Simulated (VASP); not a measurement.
Input of a VASP 6.6.1 run:

File INCAR:

```
ALGO = Normal
EDIFF = 1E-7
ENCUT = 520
GGA = PE
ISIF = 2
ISMEAR = 0
LASPH = True
LCHARG = False
LREAL = False
LWAVE = False
NBANDS = 26
NELM = 60
PREC = Accurate
SIGMA = 0.05
```

Contents of KPOINTS:

```
k-points
0
Gamma
  12 12 6
```

POSCAR

```
ZnO
1.0
    3.2794753211      0.0000000000      0.0000000000
   -1.6397376605      2.8401089392      0.0000000000
    0.0000000000      0.0000000000      5.0814052441
Zn O
2 2
Direct
    0.3333333333      0.6666666667      0.0015026881
    0.6666666667      0.3333333333      0.5015026881
    0.3333333333      0.6666666667      0.3805973119
    0.6666666667      0.3333333333      0.8805973119
```

Potentials or basis: VASP PAW PBE potentials, release 64 (Zn, O).

Launch:

```console
$ cat potpaw_PBE.64/Zn/POTCAR potpaw_PBE.64/O/POTCAR > POTCAR
$ mpirun -np 1 vasp_std > vasp.out
```

(1) Predict the band gap on the k mesh.

(2) What does it give for the pressure?

(3) Estimate the largest force.

Answers

(1) 0.84 eV.

(2) 7.2 GPa.

(3) 0.465 eV/Å.

Caveat: the cell differs from its parent crystal (strain +0.000 along x and y, -0.040 along z); the cell stands under pressure.
